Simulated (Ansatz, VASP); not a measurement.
**One calculation of P, two programs**

```
CELL_PARAMETERS angstrom
3.44762 0.00000 0.00000
-1.72381 2.98572 0.00000
0.00000 0.00000 3.32985
ATOMIC_POSITIONS crystal
P 0.33333 0.66667 0.25000
P 0.66667 0.33333 0.75000
```

Alike in both runs: task single point; functional BLYP; k mesh 12 × 12 × 11; occupations fermi-dirac, width 0.1 eV; no spin polarisation.

|  | VASP | Ansatz |
| --- | --- | --- |
| version | VASP 6.6.1 | Ansatz 0.2.0 |
| potentials or method | VASP PAW PBE potentials, release 64 (P), cutoff 520 eV | plane waves (420 eV) with PAW, scalar-relativistic |
| valence electrons in the cell | 10 | 10 |

VASP gave:

```
pressure (GPa)                                                : -0.1
traceless stress, the component that is largest in VASP (GPa) : -0.60
```

What did Ansatz give for the same quantities?

Pressure (GPa): -0.2; traceless stress, the component that is largest in VASP (GPa): -0.62.

VASP's potentials were made for PBE, not for BLYP. With one functional, cell and mesh, what is left measures potentials, basis and numerics.
